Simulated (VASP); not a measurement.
CaO:

```
Ca O
1.0
     0.00000    2.40650    2.40650
     2.40650    0.00000    2.40650
     2.40650    2.40650    0.00000
Ca O
1 1
Direct
  0.00000 0.00000 0.00000
  0.50000 0.50000 0.50000
```

```yaml
Program: VASP 6.6.1
Task: relaxation of cell and atoms
Functional: PBEsol
Potentials_or_basis: VASP PAW PBE potentials, release 64 (Ca_sv, O)
Cutoff: 600 eV
k_mesh: 8 × 8 × 8
Occupations: gaussian, width 0.02 eV
Spin: no spin polarisation
```

At the start: pressure -2.6 GPa; volume 13.94 Å³/atom.

Q: How do energy, volume and symmetry change on relaxing?

A: Over 3 steps the energy falls by 2.8 meV/atom and the volume is 13.61 Å³/atom (-2.4 %); space group Fm-3m (No. 225, to 0.1 Å) before and after.

The path:
```csv
step,energy change (eV),largest force (eV/Å),pressure (GPa),volume (Å³)
1,0.0000,0.0000,-2.61,27.87
2,-0.0047,0.0000,1.07,26.97
3,-0.0055,0.0000,0.00,27.21
```

Final structure:
```
Ca O
1.0
     0.00000    2.38733    2.38733
     2.38733    0.00000    2.38733
     2.38733    2.38733    0.00000
Ca O
1 1
Cartesian
  0.0000 0.0000 0.0000
  2.3873 2.3873 2.3873
```

Caveat: the PAW data sets were made with another functional, which shifts forces and pressure a little.
